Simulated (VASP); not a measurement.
# SnS (Pnma) in VASP: further runs

SnS is run at these levels: PBE; tasks: single point.

Program: VASP 6.6.1. These are calculated values, not measurements. Logs are shortened: lines on timing, memory, paths and dates and some standing lists are left out, and cuts for length are marked.

**Measured values to compare with.**

“Linear dichroism of the optical properties of SnS and SnSe van der Waals crystals”, 2024, arxiv:2409.17412 reports, for a bulk crystal of SnS at 20 K: band gap 1.16 eV (indirect).

How close the calculation comes is told below.

### 1 The cell of the first run

The structure is orthorhombic, space group Pnma (No. 62). The conventional cell has a = 11.442 Å, b = 4.022 Å, c = 4.456 Å, α = 90.00°, β = 90.00°, γ = 90.00°. Within 3.7 Å of Sn (site symmetry m) lie 6 S at 2.66 to 3.47 Å and 2 Sn at 3.62 Å. S (site symmetry m) has 6 Sn at 2.66 to 3.47 Å within 3.5 Å.

### 2 Single point, PBE

Contents of INCAR:

```
  ALGO = Normal
  EDIFF = 1E-6
  ENCUT = 500
  GGA = PE
  GGA_COMPAT = False
  ISIF = 2
  ISMEAR = 0
  LASPH = True
  LCHARG = True
  LELF = True
  LREAL = False
  LVHAR = True
  LWAVE = False
  NBANDS = 50
  NELM = 120
  PREC = Accurate
  SIGMA = 0.01
```

Contents of KPOINTS:

```
k-points
0
Gamma
  4 8 6
```

Contents of POSCAR:

```
SnS
1.0
   11.4416691311      0.0000000000      0.0000000000
    0.0000000000      4.0224987207      0.0000000000
    0.0000000000      0.0000000000      4.4560024748
Sn S
4 4
Direct
    0.6215047300      0.2500000000      0.6303407666
    0.8784952700      0.7500000000      0.1303407666
    0.1215047300      0.2500000000      0.8696592334
    0.3784952700      0.7500000000      0.3696592334
    0.3499103598      0.2500000000      0.9773404687
    0.1500896402      0.7500000000      0.4773404687
    0.8499103598      0.2500000000      0.5226595313
    0.6500896402      0.7500000000      0.0226595313
```

Potentials or basis: VASP PAW PBE potentials, release 64 (Sn_d, S).

The run is started by

```sh
$ cat potpaw_PBE.64/Sn_d/POTCAR potpaw_PBE.64/S/POTCAR > POTCAR
$ mpirun -np 1 vasp_std > vasp.out
```

OUTCAR:

```text
EDIFF = 1E-6
   ENCUT = 500
   GGA = PE
   ISIF = 2
   ISMEAR = 0
   LASPH = True
   LREAL = False
   NELM = 120
   PREC = Accurate

 ion  position               nearest neighbor table
   1  0.622  0.250  0.630-   7 2.66   8 2.68   8 2.68   4 3.62   4 3.62
   2  0.878  0.750  0.130-   8 2.66   7 2.68   7 2.68   3 3.62   3 3.62
   3  0.122  0.250  0.870-   5 2.66   6 2.68   6 2.68   2 3.62   2 3.62
   4  0.378  0.750  0.370-   6 2.66   5 2.68   5 2.68   1 3.62   1 3.62
   5  0.350  0.250  0.977-   3 2.66   4 2.68   4 2.68
   6  0.150  0.750  0.477-   4 2.66   3 2.68   3 2.68
   7  0.850  0.250  0.523-   1 2.66   2 2.68   2 2.68
   8  0.650  0.750  0.023-   2 2.66   1 2.68   1 2.68

  LATTYP: Found a simple orthorhombic cell.
 ALAT       =     4.0224987207
 B/A-ratio  =     1.1077697680
 C/A-ratio  =     2.8444183393

  Lattice vectors:

 A1 = (   0.0000000000,   4.0224987207,   0.0000000000)
 A2 = (   0.0000000000,   0.0000000000,   4.4560024748)
 A3 = (  11.4416691311,   0.0000000000,   0.0000000000)

Analysis of symmetry for initial positions (statically):
=====================================================================
 Subroutine PRICEL returns:
 Original cell was already a primitive cell.

 Routine SETGRP: Setting up the symmetry group for a
 simple orthorhombic supercell.

 Subroutine GETGRP returns: Found  8 space group operations
 (whereof  2 operations were pure point group operations)
 out of a pool of  8 trial point group operations.

The static configuration has the point symmetry S_2 .
 The point group associated with its full space group is D_2h.

Analysis of symmetry for dynamics (positions and initial velocities):
=====================================================================
 Subroutine PRICEL returns:
 Original cell was already a primitive cell.

 Routine SETGRP: Setting up the symmetry group for a
 simple orthorhombic supercell.

 Subroutine GETGRP returns: Found  8 space group operations
 (whereof  2 operations were pure point group operations)
 out of a pool of  8 trial point group operations.

The dynamic configuration has the point symmetry S_2 .
 The point group associated with its full space group is D_2h.

 Subroutine INISYM returns: Found  8 space group operations
 (whereof  2 operations are pure point group operations),
 and found     1 'primitive' translations

----------------------------------------------------------------------------------------

                                     Primitive cell

  volume of cell :     205.0835

  direct lattice vectors                    reciprocal lattice vectors
    11.441669131  0.000000000  0.000000000     0.087399836  0.000000000  0.000000000
     0.000000000  4.022498721  0.000000000     0.000000000  0.248601695  0.000000000
     0.000000000  0.000000000  4.456002475     0.000000000  0.000000000  0.224416392

  length of vectors
    11.441669131  4.022498721  4.456002475     0.087399836  0.248601695  0.224416392

  position of ions in fractional coordinates (direct lattice)
     0.621504730  0.250000000  0.630340767
     0.878495270  0.750000000  0.130340767
     0.121504730  0.250000000  0.869659233
     0.378495270  0.750000000  0.369659233
     0.349910360  0.250000000  0.977340469
     0.150089640  0.750000000  0.477340469
     0.849910360  0.250000000  0.522659531
     0.650089640  0.750000000  0.022659531

  ion indices of the primitive-cell ions
   primitive index   ion index
                 1           1
                 2           2
                 3           3
                 4           4
                 5           5
                 6           6
                 7           7
                 8           8

----------------------------------------------------------------------------------------

 KPOINTS: k-points

Automatic generation of k-mesh.
 Grid dimensions read from file:
 generate k-points for:    4    8    6

 Generating k-lattice:

  Cartesian coordinates                     Fractional coordinates (reciprocal lattice)
     0.021849959  0.000000000  0.000000000     0.250000000  0.000000000  0.000000000
     0.000000000  0.031075212  0.000000000     0.000000000  0.125000000  0.000000000
     0.000000000  0.000000000  0.037402732     0.000000000  0.000000000  0.166666667

  Length of vectors
     0.021849959  0.031075212  0.037402732

  Shift w.r.t. Gamma in fractional coordinates (k-lattice)
     0.000000000  0.000000000  0.000000000

 Subroutine IBZKPT returns following result:
 ===========================================

 Found     60 irreducible k-points:

 Following reciprocal coordinates:
            Coordinates               Weight
  0.000000  0.000000  0.000000      1.000000
  0.250000  0.000000  0.000000      2.000000
  0.500000  0.000000  0.000000      1.000000
  0.000000  0.125000  0.000000      2.000000
  0.250000  0.125000  0.000000      4.000000
  0.500000  0.125000  0.000000      2.000000
[... 16 lines left out ...]
  0.250000  0.250000  0.166667      8.000000
  0.500000  0.250000  0.166667      4.000000
 [... further k-points ...]
   k-points           NKPTS =     60   k-points in BZ     NKDIM =     60   number of bands    NBANDS=     50
   number of dos      NEDOS =    301   number of ions     NIONS =      8
   total plane-waves  NPLWV =  80640
   dimension x,y,z NGX =    84 NGY =   30 NGZ =   32
   dimension x,y,z NGXF=   168 NGYF=   60 NGZF=   64
   ions per type =               4   4
   NGX,Y,Z   is equivalent  to a cutoff of  12.21, 12.40, 11.94 a.u.
   NGXF,Y,Z  is equivalent  to a cutoff of  24.41, 24.80, 23.88 a.u.
 SYSTEM =  unknown system
   PREC   = accura    normal or accurate (medium, high low for compatibility)
   ISTART =      0    job   : 0-new  1-cont  2-samecut
   ICHARG =      2    charge: 1-file 2-atom 10-const
   ISPIN  =      1    spin polarized calculation?
   LNONCOLLINEAR =      F non collinear calculations
   LSORBIT =      F    spin-orbit coupling
   LASPH  =      T    aspherical Exc in radial PAW
   ENCUT  =  500.0 eV  36.75 Ry    6.06 a.u.  20.86  7.33  8.12*2*pi/ulx,y,z
   NELM   =    120;   NELMIN=  2; NELMDL= -5     # of ELM steps
   EDIFF  = 0.1E-05   stopping-criterion for ELM
   LREAL  =      F    real-space projection
   EDIFFG = 0.1E-04   stopping-criterion for IOM
   NSW    =      0    number of steps for IOM
   IBRION =     -1    ionic relax: 0-MD 1-quasi-New 2-CG
   NFREE  =      0    steps in history (QN), initial steepest desc. (CG)
   ISIF   =      2    stress and relaxation
   ISYM   =      2    0-nonsym 1-usesym 2-fastsym
   POTIM  = 0.5000    time-step for ionic-motion
   TEBEG  =    0.0;   TEEND  =   0.0 temperature during run
   PSTRESS=    0.0 pullay stress
   NELECT =      80.0000    total number of electrons
   NUPDOWN=      -1.0000    fix difference up-down
   EMIN   =  10.00;   EMAX   =-10.00  energy-range for DOS
   EFERMI =   0.00;   METHOD = LEGACY
   ISMEAR =     0;   SIGMA  =   0.01  broadening in eV -4-tet -1-fermi 0-gaus
   EFERMI_NEDOS =   21; number of points for ismear=-14 and -15
   IALGO  =     38    algorithm
   IMIX   =      4    mixing-type and parameters
     AMIX     =   0.40;   BMIX     =  1.00
     AMIX_MAG =   1.60;   BMIX_MAG =  1.00
  volume/ion in A,a.u.               =      25.64       173.00
  Fermi-wavevector in a.u.,A,eV,Ry     =   1.196175  2.260442 19.467675  1.430834
  Thomas-Fermi vector in A             =   2.332122
   LORBIT       =      0    0 simple, 1 ext, 2 COOP (PROOUT), +10 PAW based schemes
   GGA     = PE    functional components
   LHFCALC =     F    Hartree Fock is set to
   AEXX    =    0.0000 exact exchange contribution
   IVDW    =     0    specifies the selected vdW correction
   LEPSILON=     F    determine dielectric tensor
   LRPA    =     F    only Hartree local field effects (RPA)
 non-spin polarized calculation
 Gauss-broadening in eV      SIGMA  =   0.01
  energy-cutoff  :      500.00
  volume of cell :      205.08
 maximum number of plane-waves:      5240
 NGX is ok and might be reduce to    84
   NGX = 41   NGY = 15   NGZ = 17

 number of electron      80.0000035 magnetization

 Free energy of the ion-electron system (eV)
  ---------------------------------------------------
  ext. energy  EPLUGINS =         0.00000000
  ---------------------------------------------------
  free energy    TOTEN  =       -35.46196829 eV

  energy without entropy =      -35.46196829  energy(sigma->0) =      -35.46196829

 E-fermi :   5.5058     XC(G=0):  -9.5607

 val. band max:        5.3835486162   @ k =   0.5000   0.0000   0.5000
 cond. band min:       6.4307088419   @ k =   0.0000   0.3750   0.0000
 fundamental gap:      1.0471602257
 Fermi energy:         5.5057972281

 k-point     1 :       0.0000    0.0000    0.0000
  band No.  band energies     occupation
      1     -15.7092      2.00000
      2     -15.6994      2.00000
      3     -15.6925      2.00000
      4     -15.6883      2.00000
      5     -15.6846      2.00000
      6     -15.6813      2.00000
[... 42 lines left out ...]
     49      10.4819      0.00000
     50      10.8070      0.00000

 k-point     2 :       0.2500    0.0000    0.0000
  band No.  band energies     occupation
      1     -15.7079      2.00000
      2     -15.7012      2.00000
      3     -15.6916      2.00000
      4     -15.6888      2.00000
      5     -15.6844      2.00000
      6     -15.6823      2.00000
[... 42 lines left out ...]
     49      10.5678      0.00000
     50      10.7669      0.00000

 k-point     3 :       0.5000    0.0000    0.0000
  band No.  band energies     occupation
      1     -15.7048      2.00000
      2     -15.7048      2.00000
      3     -15.6901      2.00000
      4     -15.6901      2.00000
      5     -15.6835      2.00000
      6     -15.6835      2.00000
[... 42 lines left out ...]
     49      10.3649      0.00000
     50      10.3649      0.00000

 k-point     4 :       0.0000    0.1250    0.0000
  band No.  band energies     occupation
      1     -15.7053      2.00000
      2     -15.6969      2.00000
      3     -15.6888      2.00000
      4     -15.6868      2.00000
      5     -15.6853      2.00000
      6     -15.6836      2.00000
[... 999 lines left out ...]
 k-point    23 :       0.2500    0.2500    0.1667
  band No.  band energies     occupation
      1     -15.6986      2.00000
      2     -15.6956      2.00000
      3     -15.6928      2.00000
      4     -15.6914      2.00000
      5     -15.6828      2.00000
      6     -15.6815      2.00000
[... 42 lines left out ...]
     49       9.7578      0.00000
     50      10.2203      0.00000

 k-point    24 :       0.5000    0.2500    0.1667
  band No.  band energies     occupation
      1     -15.6973      2.00000
      2     -15.6973      2.00000
      3     -15.6919      2.00000
      4     -15.6919      2.00000
      5     -15.6823      2.00000
      6     -15.6823      2.00000
[... 42 lines left out ...]
     49       9.9297      0.00000
     50       9.9297      0.00000

 [... further k-points ...]

------------------------ aborting loop because EDIFF is reached ----------------------------------------

  FORCE on cell =-STRESS in cart. coord.  units (eV):
  Direction    XX          YY          ZZ          XY          YZ          ZX
  --------------------------------------------------------------------------------------
  -------------------------------------------------------------------------------------
  Total       -0.0645836     -0.0674785     -0.0400405      0.0000000     -0.0000000      0.0000000
  in kB       -0.5045473     -0.5271635     -0.3128094      0.0000000     -0.0000000      0.0000000
  external PRESSURE =      -0.4481734 kB  Pullay stress =       0.0000000 kB

 VOLUME and BASIS-vectors are now :
 -----------------------------------------------------------------------------
  energy-cutoff  :      500.00
  volume of cell :      205.08
      direct lattice vectors                 reciprocal lattice vectors
    11.441669131  0.000000000  0.000000000     0.087399836  0.000000000  0.000000000
     0.000000000  4.022498721  0.000000000     0.000000000  0.248601695  0.000000000
     0.000000000  0.000000000  4.456002475     0.000000000  0.000000000  0.224416392

 POSITION                                       TOTAL-FORCE (eV/Angst)
 -----------------------------------------------------------------------------------
      7.11105      1.00562      2.80880        -0.002320      0.000000     -0.006145
     10.05145      3.01687      0.58080         0.002320      0.000000     -0.006145
      1.39022      1.00562      3.87520        -0.002320      0.000000      0.006145
      4.33062      3.01687      1.64720         0.002320     -0.000000      0.006145
      4.00356      1.00562      4.35503         0.000370      0.000000     -0.005516
      1.71728      3.01687      2.12703        -0.000370      0.000000     -0.005516
      9.72439      1.00562      2.32897         0.000370     -0.000000      0.005516
      7.43811      3.01687      0.10097        -0.000370      0.000000      0.005516
 -----------------------------------------------------------------------------------
    total drift:                                0.000000      0.000000     -0.000000

  FREE ENERGIE OF THE ION-ELECTRON SYSTEM (eV)
  ---------------------------------------------------
  free  energy   TOTEN  =       -35.4619682944 eV

  energy  without entropy=      -35.4619682944  energy(sigma->0) =      -35.46196829
```

It took 6.6 min on 1 thread of Intel Xeon Platinum 8259CL at 2.50GHz (Skylake/Cascade Lake), shared host; peak memory 0.54 GiB.

Results:

```yaml
Free_energy: -35.4620 eV
Pressure: 0.0 GPa
Largest_force: 0.007 eV/Å
Band_gap_on_the_k_mesh: 1.05 eV (least direct gap 1.33 eV)
```

Forces in eV/Å, atoms in the order of the input:
```
Sn  -0.002  0.000 -0.006
Sn   0.002  0.000 -0.006
Sn  -0.002  0.000  0.006
Sn   0.002  0.000  0.006
S    0.000  0.000 -0.006
S    0.000  0.000 -0.006
S    0.000  0.000  0.006
S    0.000  0.000  0.006
```

Caveat: spin-orbit coupling is left out, which moves the levels of the heavy elements.

(Continued in part 2 of 2.)
